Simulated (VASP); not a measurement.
## PtSe2: single point with LDA

PtSe2:

```
Pt Se
1.0
     3.72400    0.00000    0.00000
    -1.86200    3.22508    0.00000
     0.00000    0.00000    4.65704
Pt Se
1 2
Direct
  0.00000 0.00000 0.00000
  0.33333 0.66667 0.25000
  0.66667 0.33333 0.75000
```

This cell differs from its parent crystal: strain +0.000 along x and y, -0.080 along z.

```json
{
  "Program": "VASP 6.6.1",
  "Task": "single point",
  "Functional": "LDA",
  "Potentials or basis": "VASP PAW LDA potentials, release 64 (Pt, Se)",
  "Cutoff": "520 eV",
  "k mesh": "15 × 15 × 10",
  "Occupations": "gaussian, width 0.15 eV",
  "Spin": "no spin polarisation"
}
```

```json
{"Pressure": "9.8 GPa", "Largest force": "1.405 eV/Å", "Band gap on the k mesh": "zero (band 11 reaches 8.30 eV, above the bottom of band 12 at 7.58 eV)"}
```

Forces on the atoms (eV/Å):
```
Pt   0.000  0.000  0.000
Se   0.000  0.000  1.405
Se   0.000  0.000 -1.405
```

Stress tensor (GPa, compression positive):
```
10.11  0.00  0.00
 0.00 10.11  0.00
 0.00  0.00  9.16
```

Levels at points of the mesh, in eV from the Fermi level:
```tsv
k point	band 7	band 8	band 9	band 10	band 11	band 12	band 13	band 14	band 15	band 16
(0.00, 0.00, 0.00)	-4.38	-2.51	-1.30	-1.30	0.62	1.35	1.35	3.01	4.42	6.98
(0.00, 0.00, 0.50)	-4.45	-3.13	-1.89	-1.89	-1.58	2.57	2.57	4.90	6.23	6.23
```

It took 120 s on 1 thread of AMD EPYC 7R13 Processor (Zen 3), on a shared host, peak memory 0.31 GiB.

Caveat: the cell differs from its parent crystal (strain +0.000 along x and y, -0.080 along z); spin-orbit coupling is left out, which moves the levels of the heavy elements; forces of over 1 eV/Å act on the atoms, so gaps and moduli don't describe the material at rest.
